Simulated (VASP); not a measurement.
# Te2Pt (P-3m1) in VASP: notebook

Runs on Te2Pt. Level: r2SCAN+U. Tasks: single point.

Program: VASP 6.6.1. These are calculated values, not measurements. Logs are shortened: lines on timing, memory, paths and dates and some standing lists are left out, and cuts for length are marked.

## 1. The cell of the first run

The structure is trigonal, space group P-3m1 (No. 164). Conventional cell: a = 4.018 Å, b = 4.018 Å, c = 5.212 Å, α = 90.00°, β = 90.00°, γ = 120.00°. Within 3.5 Å of Te (site symmetry 3m) lie 3 Pt at 2.66 Å and 6 Te at 3.49 Å. Pt (site symmetry -3m) has 6 Te at 2.66 Å within 3.5 Å.

## 2. Single point, r2SCAN+U, collinear spin, ferromagnetic start

The input, POSCAR:

```
Te2Pt
1.0
    4.0179994500      0.0000000000      0.0000000000
   -2.0089997300      3.4796896000      0.0000000000
    0.0000000000      0.0000000000      5.2119993300
Te Pt
2 1
Direct
    0.3333333333      0.6666666667      0.2500000000
    0.6666666667      0.3333333333      0.7500000000
    0.0000000000      0.0000000000      0.0000000000
```

The input, INCAR.step1:

```
PREC = Accurate ; ENCUT = 550
ISMEAR = 0 ; SIGMA = 0.05
LREAL = F ; LASPH = T
NELM = 200 ; ISPIN = 2
MAGMOM = 0 0 4 ; LMAXMIX = 4
LDAU = T ; LDAUTYPE = 2
LDAUL = -1 2 ; LDAUU = 0 2.5
LDAUJ = 0 0 ; NBANDS = 22
GGA = PE ; ALGO = Normal
EDIFF = 1E-5 ; LWAVE = T
LCHARG = F ; GGA_COMPAT = F
```

The input, INCAR.step2:

```
PREC = Accurate ; ENCUT = 550
EDIFF = 1E-6 ; ISMEAR = 0
SIGMA = 0.05 ; LREAL = F
LASPH = T ; NELM = 200
ALGO = Normal ; ISIF = 2
LWAVE = F ; LCHARG = F
ISPIN = 2 ; MAGMOM = 0 0 4
LORBIT = 11 ; LMAXMIX = 4
LDAU = T ; LDAUTYPE = 2
LDAUL = -1 2 ; LDAUU = 0 2.5
LDAUJ = 0 0 ; LDAUPRINT = 1
METAGGA = R2SCAN ; LMIXTAU = T
NBANDS = 22 ; ISTART = 1
GGA_COMPAT = F
```

The input, KPOINTS:

```
regular mesh
0
Gamma
  6 6 4
```

Potentials or basis: VASP PAW PBE potentials, release 64 (Te, Pt).

Command:

```console
$ cat potpaw_PBE.64/Te/POTCAR potpaw_PBE.64/Pt/POTCAR > POTCAR
$ cp INCAR.step1 INCAR
$ mpirun -np 1 vasp_std > vasp.out
$ cp INCAR.step2 INCAR
$ mpirun -np 1 vasp_std > vasp.out
```

OUTCAR:

```text
PREC = Accurate
   ENCUT = 550
   EDIFF = 1E-6
   ISMEAR = 0
   LREAL = F
   LASPH = T
   NELM = 200
   ISIF = 2
   ISPIN = 2
   LORBIT = 11
   METAGGA = R2SCAN
   ISTART = 1

 ion  position               nearest neighbor table
   1  0.333  0.667  0.250-   3 2.66   3 2.66   3 2.66   2 3.49   2 3.49   2 3.49   2 3.49   2 3.49
                             2 3.49
   2  0.667  0.333  0.750-   3 2.66   3 2.66   3 2.66   1 3.49   1 3.49   1 3.49   1 3.49   1 3.49
                             1 3.49
   3  0.000  0.000  0.000-   2 2.66   1 2.66   2 2.66   1 2.66   2 2.66   1 2.66

  LATTYP: Found a hexagonal cell.
 ALAT       =     4.0179994500
 C/A-ratio  =     1.2971627784

  Lattice vectors:

 A1 = (   4.0179994500,   0.0000000000,   0.0000000000)
 A2 = (  -2.0089997300,   3.4796896000,   0.0000000000)
 A3 = (   0.0000000000,   0.0000000000,   5.2119993300)

Analysis of symmetry for initial positions (statically):
=====================================================================
 Subroutine PRICEL returns:
 Original cell was already a primitive cell.

 Routine SETGRP: Setting up the symmetry group for a
 hexagonal supercell.

 Subroutine GETGRP returns: Found 12 space group operations
 (whereof 12 operations were pure point group operations)
 out of a pool of 24 trial point group operations.

The static configuration has the point symmetry D_3d.

Analysis of symmetry for dynamics (positions and initial velocities):
=====================================================================
 Subroutine PRICEL returns:
 Original cell was already a primitive cell.

 Routine SETGRP: Setting up the symmetry group for a
 hexagonal supercell.

 Subroutine GETGRP returns: Found 12 space group operations
 (whereof 12 operations were pure point group operations)
 out of a pool of 24 trial point group operations.

The dynamic configuration has the point symmetry D_3d.

Analysis of structural, dynamic, and magnetic symmetry:
=====================================================================
 Subroutine PRICEL returns:
 Original cell was already a primitive cell.

 Routine SETGRP: Setting up the symmetry group for a
 hexagonal supercell.
[... 178 lines left out ...]
  o =  0.8950  v =  0.0000  0.0000 -1.0000  0.0000  0.0000  0.0000  0.0000  0.0000  0.0000  0.0000      0.0000  0.0000  0.0000  0.0000  0.0000  0.0000  0.0000  0.0000  0.0000  0.0000
  o =  0.8969  v =  0.7074  0.2704  0.0000  0.5545  0.3450  0.0000  0.0000  0.0000  0.0000  0.0000      0.0000  0.0000  0.0000  0.0000  0.0000  0.0000  0.0000  0.0000  0.0000  0.0000
  o =  0.8969  v = -0.3450  0.5545  0.0000 -0.2704  0.7074  0.0000  0.0000  0.0000  0.0000  0.0000      0.0000  0.0000  0.0000  0.0000  0.0000  0.0000  0.0000  0.0000  0.0000  0.0000
  o =  0.8969  v =  0.0000  0.0000  0.0000  0.0000  0.0000  0.7074  0.2704  0.0000  0.5545  0.3450      0.0000  0.0000  0.0000  0.0000  0.0000  0.0000  0.0000  0.0000  0.0000  0.0000
  o =  0.8969  v =  0.0000  0.0000  0.0000  0.0000  0.0000 -0.3450  0.5545  0.0000 -0.2704  0.7074      0.0000  0.0000  0.0000  0.0000  0.0000  0.0000  0.0000  0.0000  0.0000  0.0000

 number of electron      22.0000000 magnetization      -0.0000000

 Free energy of the ion-electron system (eV)
  ---------------------------------------------------
  ext. energy  EPLUGINS =         0.00000000
  ---------------------------------------------------
  free energy    TOTEN  =      -101.82641971 eV

  energy without entropy =     -101.82568348  energy(sigma->0) =     -101.82605159

 E-fermi :   8.7303     XC(G=0): -11.1323

 val. band max:        8.6960560733   @ k =   0.0000   0.3333   0.2500
 cond. band min:       8.8855305351   @ k =   0.0000   0.0000   0.2500
 fundamental gap:      0.1894744618
 Fermi energy:         8.7302589192

 spin component 1

 k-point     1 :       0.0000    0.0000    0.0000
  band No.  band energies     occupation
      1      -6.0997      1.00000
      2      -2.3707      1.00000
      3       1.3614      1.00000
      4       2.1015      1.00000
      5       2.1015      1.00000
      6       3.9682      1.00000
[... 589 lines left out ...]
     21      18.9634      0.00000
     22      19.6818      0.00000
 Fermi energy:         8.7302589192

 spin component 2

 k-point     1 :       0.0000    0.0000    0.0000
  band No.  band energies     occupation
      1      -6.0997      1.00000
      2      -2.3707      1.00000
      3       1.3614      1.00000
      4       2.1015      1.00000
      5       2.1015      1.00000
      6       3.9682      1.00000
[... 589 lines left out ...]
     21      18.9634      0.00000
     22      19.6818      0.00000

------------------------ aborting loop because EDIFF is reached ----------------------------------------

  FORCE on cell =-STRESS in cart. coord.  units (eV):
  Direction    XX          YY          ZZ          XY          YZ          ZX
  --------------------------------------------------------------------------------------
  -------------------------------------------------------------------------------------
  Total        2.0761411      2.0761411      2.4420414     -0.0000000      0.0000000     -0.0000000
  in kB       45.6470504     45.6470505     53.6919124     -0.0000001      0.0000000     -0.0000000
  external PRESSURE =      48.3286711 kB  Pullay stress =       0.0000000 kB

 VOLUME and BASIS-vectors are now :
 -----------------------------------------------------------------------------
  energy-cutoff  :      550.00
  volume of cell :       72.87
      direct lattice vectors                 reciprocal lattice vectors
     4.017999450  0.000000000  0.000000000     0.248880074  0.143690978  0.000000000
    -2.008999730  3.479689600  0.000000000     0.000000000  0.287381955  0.000000000
     0.000000000  0.000000000  5.211999330     0.000000000  0.000000000  0.191864952

 POSITION                                       TOTAL-FORCE (eV/Angst)
 -----------------------------------------------------------------------------------
     -0.00000      2.31979      1.30300         0.000000      0.000000      0.715160
      2.00900      1.15990      3.90900        -0.000000     -0.000000     -0.715160
      0.00000      0.00000      0.00000         0.000000      0.000000      0.000000
 -----------------------------------------------------------------------------------
    total drift:                               -0.000000     -0.000000      0.000000

  FREE ENERGIE OF THE ION-ELECTRON SYSTEM (eV)
  ---------------------------------------------------
  free  energy   TOTEN  =      -101.8264197098 eV

  energy  without entropy=     -101.8256834758  energy(sigma->0) =     -101.82605159

 total charge

# of ion       s       p       d       tot
------------------------------------------
    1        1.401   1.910   0.074   3.385
    2        1.401   1.910   0.074   3.385
    3        0.670   0.679   8.287   9.636
--------------------------------------------------
tot          3.472   4.499   8.435  16.406

 magnetization (x)

# of ion       s       p       d       tot
------------------------------------------
    1       -0.000  -0.000  -0.000  -0.000
    2       -0.000  -0.000  -0.000  -0.000
    3        0.000  -0.000  -0.000  -0.000
--------------------------------------------------
tot         -0.000  -0.000  -0.000  -0.000
```

OSZICAR.step1:

```text
N       E                     dE             d eps       ncg     rms          rms(c)
DAV:   1     0.107820430144E+03    0.10782E+03   -0.94626E+03  2112   0.893E+02
DAV:   2    -0.461541081829E+01   -0.11244E+03   -0.10713E+03  2472   0.174E+02
DAV:   3    -0.932783216870E+01   -0.47124E+01   -0.46573E+01  2600   0.343E+01
DAV:   4    -0.938644508402E+01   -0.58613E-01   -0.58585E-01  2450   0.437E+00
DAV:   5    -0.938777185144E+01   -0.13268E-02   -0.13267E-02  2650   0.637E-01    0.195E+01
DAV:   6    -0.115779382634E+02   -0.21902E+01   -0.35050E+00  2186   0.120E+01    0.103E+01
DAV:   7    -0.117079038627E+02   -0.12997E+00   -0.62775E-01  2196   0.604E+00    0.543E+00
DAV:   8    -0.117207907450E+02   -0.12887E-01   -0.92278E-02  2600   0.179E+00    0.203E+00
DAV:   9    -0.117206621344E+02    0.12861E-03   -0.25912E-02  2464   0.123E+00    0.934E-01
DAV:  10    -0.117223023134E+02   -0.16402E-02   -0.29530E-03  2460   0.322E-01    0.229E-01
DAV:  11    -0.117225960736E+02   -0.29376E-03   -0.49866E-04  2472   0.121E-01    0.116E-01
DAV:  12    -0.117226453015E+02   -0.49228E-04   -0.59965E-05  2594   0.473E-02    0.532E-02
DAV:  13    -0.117226598305E+02   -0.14529E-04   -0.14761E-05  2136   0.222E-02    0.160E-02
DAV:  14    -0.117226616771E+02   -0.18466E-05   -0.32738E-06  1712   0.991E-03
   1 F= -.11722662E+02 E0= -.11722231E+02  d E =-.861567E-03  mag=    -0.0001
```

Wall time 7.2 min (1 thread of Intel Xeon Platinum 8375C at 2.90GHz (Ice Lake), shared host); peak memory 0.28 GiB.

What came out:

```yaml
Free_energy: -101.8264 eV
Pressure: 4.8 GPa
Largest_force: 0.715 eV/Å
Band_gap_on_the_k_mesh: zero (filled and empty bands overlap)
Net_moment: 0.00 μB per cell
Valence_electrons_inside_the_program's_atomic_spheres: Te 3.38; Pt 9.64
```

Forces on the atoms (eV/Å):
```
Te   0.000  0.000  0.715
Te   0.000  0.000 -0.715
Pt   0.000  0.000  0.000
```

Levels at points of the mesh, in eV from the Fermi level:
Spin up:
| k point | band 8 | band 9 | band 10 | band 11 | band 12 | band 13 | band 14 | band 15 |
| --- | --- | --- | --- | --- | --- | --- | --- | --- |
| (0.00, 0.00, 0.00) | -3.30 | -0.64 | -0.64 | 1.10 | 1.10 | 1.41 | 3.10 | 4.86 |
| (0.50, 0.00, 0.00) | -4.06 | -3.73 | -3.60 | -3.21 | 0.19 | 2.62 | 3.82 | 5.77 |
| (0.00, 0.00, 0.50) | -2.37 | -1.47 | -1.27 | -1.27 | 2.26 | 2.26 | 4.44 | 5.28 |
| (0.50, 0.00, 0.50) | -4.45 | -3.91 | -2.81 | -0.82 | 0.56 | 1.43 | 4.53 | 4.67 |
Spin down:
| k point | band 8 | band 9 | band 10 | band 11 | band 12 | band 13 | band 14 | band 15 |
| --- | --- | --- | --- | --- | --- | --- | --- | --- |
| (0.00, 0.00, 0.00) | -3.30 | -0.64 | -0.64 | 1.10 | 1.10 | 1.41 | 3.10 | 4.86 |
| (0.50, 0.00, 0.00) | -4.06 | -3.73 | -3.60 | -3.21 | 0.19 | 2.62 | 3.82 | 5.77 |
| (0.00, 0.00, 0.50) | -2.37 | -1.47 | -1.27 | -1.27 | 2.26 | 2.26 | 4.44 | 5.28 |
| (0.50, 0.00, 0.50) | -4.45 | -3.91 | -2.81 | -0.82 | 0.56 | 1.43 | 4.53 | 4.67 |

Eigenvalues of the final occupation matrices:
```
    site  spin  trace               eigenvalues
site 3 d     1   4.17  0.74 0.74 0.90 0.90 0.90
site 3 d     2   4.17  0.74 0.74 0.90 0.90 0.90
```

Caveat: the PAW data sets were made with another functional, which shifts forces and pressure a little; spin-orbit coupling is left out, which moves the levels of the heavy elements; the U is typed as a test and isn't derived for this compound.

## 3. Single point, r2SCAN+U, collinear spin, zero start

POSCAR is that of step 2.

The input, INCAR.step1:

```
SYSTEM = Te2Pt
PREC = Accurate ; ENCUT = 550
ISMEAR = 0 ; SIGMA = 0.05
LREAL = .FALSE. ; LASPH = .TRUE.
NELM = 200 ; ISPIN = 2
MAGMOM = 0 0 0 ; LMAXMIX = 4
LDAU = .TRUE. ; LDAUTYPE = 2
LDAUL = -1 2 ; LDAUU = 0 2.5
LDAUJ = 0 0 ; NBANDS = 22
GGA = PE ; ALGO = Normal
EDIFF = 1E-5 ; LWAVE = .TRUE.
LCHARG = .FALSE. ; GGA_COMPAT = .FALSE.
```

The input, INCAR.step2:

```
SYSTEM = Te2Pt
PREC = Accurate ; ENCUT = 550
EDIFF = 1E-6 ; ISMEAR = 0
SIGMA = 0.05 ; LREAL = .FALSE.
LASPH = .TRUE. ; NELM = 200
ALGO = Normal ; ISIF = 2
LWAVE = .FALSE. ; LCHARG = .FALSE.
ISPIN = 2 ; MAGMOM = 0 0 0
LORBIT = 11 ; LMAXMIX = 4
LDAU = .TRUE. ; LDAUTYPE = 2
LDAUL = -1 2 ; LDAUU = 0 2.5
LDAUJ = 0 0 ; LDAUPRINT = 1
METAGGA = R2SCAN ; LMIXTAU = .TRUE.
NBANDS = 22 ; ISTART = 1
GGA_COMPAT = .FALSE.
```

The input, KPOINTS:

```
Automatic mesh
0
G
  6 6 4
  0 0 0
```

Potentials or basis: VASP PAW PBE potentials, release 64 (Te, Pt).

Command:

```console
$ cat potpaw_PBE.64/Te/POTCAR potpaw_PBE.64/Pt/POTCAR > POTCAR
$ cp INCAR.step1 INCAR
$ mpirun -np 1 vasp_std > vasp.out
$ cp INCAR.step2 INCAR
$ mpirun -np 1 vasp_std > vasp.out
```

Wall time 5.7 min (1 thread of Intel Xeon Platinum 8375C at 2.90GHz (Ice Lake), shared host); peak memory 0.28 GiB.

The run converged. Its results:

| Item | Value |
| --- | --- |
| Free energy | -101.8264 eV |
| Pressure | 4.8 GPa |
| Largest force | 0.715 eV/Å |
| Band gap on the k mesh | zero (filled and empty bands overlap) |
| Net moment | 0.00 μB per cell |
| Valence electrons inside the program's atomic spheres | Te 3.38; Pt 9.64 |

Forces on the atoms (eV/Å):
```
Te   0.000  0.000  0.715
Te   0.000  0.000 -0.715
Pt   0.000  0.000  0.000
```

Stress tensor (GPa, compression positive):
```
4.56 0.00 0.00
0.00 4.56 0.00
0.00 0.00 5.37
```

Levels at points of the mesh, in eV from the Fermi level:
Spin up:
```csv
k point,band 7,band 8,band 9,band 10,band 11,band 12,band 13,band 14,band 15,band 16
"(0.00, 0.00, 0.00)",-4.76,-3.30,-0.64,-0.64,1.10,1.10,1.41,3.10,4.86,6.21
"(0.50, 0.00, 0.00)",-4.45,-4.06,-3.73,-3.60,-3.21,0.19,2.62,3.82,5.77,6.13
"(0.00, 0.00, 0.50)",-4.80,-2.37,-1.47,-1.27,-1.27,2.26,2.26,4.44,5.28,5.28
"(0.50, 0.00, 0.50)",-4.58,-4.45,-3.91,-2.81,-0.82,0.56,1.43,4.53,4.67,6.70
```
Spin down:
| k point | band 8 | band 9 | band 10 | band 11 | band 12 | band 13 | band 14 | band 15 |
| --- | --- | --- | --- | --- | --- | --- | --- | --- |
| (0.00, 0.00, 0.00) | -3.30 | -0.64 | -0.64 | 1.10 | 1.10 | 1.41 | 3.10 | 4.86 |
| (0.50, 0.00, 0.00) | -4.06 | -3.73 | -3.60 | -3.21 | 0.19 | 2.62 | 3.82 | 5.77 |
| (0.00, 0.00, 0.50) | -2.37 | -1.47 | -1.27 | -1.27 | 2.26 | 2.26 | 4.44 | 5.28 |
| (0.50, 0.00, 0.50) | -4.45 | -3.91 | -2.81 | -0.82 | 0.56 | 1.43 | 4.53 | 4.67 |

Eigenvalues of the final occupation matrices:
```csv
site,spin,trace,eigenvalues
site 3 d,1,4.17,0.74 0.74 0.90 0.90 0.90
site 3 d,2,4.17,0.74 0.74 0.90 0.90 0.90
```

Caveat: the PAW data sets were made with another functional, which shifts forces and pressure a little; spin-orbit coupling is left out, which moves the levels of the heavy elements; the U is typed as a test and isn't derived for this compound.
